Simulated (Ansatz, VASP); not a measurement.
# One calculation of Hf, two programs

```
CELL_PARAMETERS angstrom
3.20317 0.00000 0.00000
-1.60158 2.77402 0.00000
0.00000 0.00000 5.08134
ATOMIC_POSITIONS crystal
Hf 0.33333 0.66667 0.25000
Hf 0.66667 0.33333 0.75000
```

Alike in both runs: functional PBE; k mesh 18 × 18 × 8; occupations fermi-dirac, width 0.15 eV; no spin polarisation.

Ansatz relaxed the structure, and its values are those at the end. VASP's run is a single point on that final structure, the one shown.

```csv
,VASP,Ansatz
version,VASP 6.6.1,Ansatz 0.2.0
potentials or method,"VASP PAW PBE potentials, release 64 (Hf_pv), cutoff 520 eV","scalar-relativistic, plane waves, PAW"
valence electrons in the cell,20,52
```

|  | VASP | Ansatz | Ansatz less VASP |
| --- | --- | --- | --- |
| gap on the k mesh at the Fermi level (eV) | none | none | - |
| pressure (GPa) | -0.4 | 0.0 | +0.43 |

A gap of «none» marks a metal or a gap that the smearing closes. The functional is the same, so the differences come from potentials, cutoffs and numerics. VASP's potentials hold 20 valence electrons a cell and Ansatz's 52, so a difference there can come from the potentials and not from the codes.

Spin-orbit coupling is off throughout.
